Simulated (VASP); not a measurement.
Runs of VASP 6.6.1 on Y. The structure is that of space group Im-3m (No. 229), or close to it. The cells are those of the table. 

```tsv
task	cell	cutoff (eV)	gap on the mesh (eV)	pressure (GPa)
single point	a = 3.160 Å, angles 70.5, 109.5, 70.5°, 1 atom	520	none	(a)
relaxation of cell and atoms	relaxed to 20 GPa from a = 3.499 Å, angles 70.5, 109.5, 70.5°, 1 atom	600	none	20.0
relaxation of cell and atoms	relaxed from a = 3.499 Å, angles 70.5, 109.5, 70.5°, 1 atom	600	none	0.0
relaxation of cell and atoms	relaxed to 10 GPa from a = 3.499 Å, angles 70.5, 109.5, 70.5°, 1 atom	600	none	10.1
single point	a = 3.297 Å, angles 70.5, 109.5, 70.5°, 1 atom	520	none	10.1
single point	a = 3.055 Å, angles 70.5, 109.5, 70.5°, 1 atom	520	none	30.2
relaxation of cell and atoms	relaxed to 30 GPa from a = 3.499 Å, angles 70.5, 109.5, 70.5°, 1 atom	600	none	30.1
single point	a = 3.524 Å, angles 70.5, 109.5, 70.5°, 1 atom	520	none	0.1
```

Alike in all rows: level r2SCAN; potentials or basis VASP PAW PBE potentials, release 64 (Y_sv); no spin polarisation; k mesh 8 × 8 × 8; smearing fermi-dirac 0.05 eV.

Q: Fill in the values left out.

A: (a) 20.1.

Caveats: the PAW data sets were made with another functional, which shifts forces and pressure a little; the cell is relaxed towards a set pressure, so the enthalpy falls and the energy may rise (some runs).

A k mesh can miss the band edges, and the runs leave out spin-orbit coupling on Y.

A gap of «none» marks levels without a gap at the run's occupations.
